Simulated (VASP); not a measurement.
Set up this calculation in VASP 6.6.1, as the native input.

| Item | Value |
| --- | --- |
| Task | single point |
| Functional | LDA |
| Potentials or basis | VASP PAW LDA potentials, release 64 (Cu) |
| Cutoff | 520 eV |
| k mesh | 12 × 12 × 4 |
| Occupations | fermi-dirac, width 0.05 eV |
| Spin | no spin polarisation |
| Dipole correction | no |
| Further INCAR settings | ALGO = Normal; EDIFF = 1e-07; NBANDS = 30 |

The structure of Cu lies in POSCAR:

```
Cu
1.0
    2.5307640267      0.0000000000      0.0000000000
   -1.2653820134      2.1917059381      0.0000000000
    0.0000000000      0.0000000000      8.2618150800
Cu
4
Direct
    0.6666666667      0.3333333333      0.7500000000
    0.0000000000      0.0000000000      0.5000000000
    0.3333333333      0.6666666667      0.2500000000
    0.0000000000      0.0000000000      0.0000000000
```

The input as run:

INCAR

```
SYSTEM = Cu
  PREC = Accurate
  ENCUT = 520
  EDIFF = 1E-7
  ISMEAR = -1
  SIGMA = 0.05
  LREAL = .False.
  LASPH = .True.
  NELM = 60
  ALGO = Normal
  ISIF = 2
  LWAVE = .False.
  LCHARG = .False.
  GGA = CA
  NBANDS = 30
```

KPOINTS

```
regular mesh
0
Gamma
  12 12 4
  0 0 0
```

Potentials or basis: VASP PAW LDA potentials, release 64 (Cu).

Launch:

```sh
$ cat potpaw_LDA.64/Cu/POTCAR > POTCAR
$ mpirun -np 1 vasp_std > vasp.out
```

It gave:

```yaml
Pressure: -7.4 GPa
Band_gap_on_the_k_mesh: zero (band 22 reaches 11.15 eV, above the bottom of band 23 at 5.87 eV)
```

Wall time 72 s on 1 thread of Intel Xeon 6975P-C, on a shared host, peak memory 0.18 GiB.
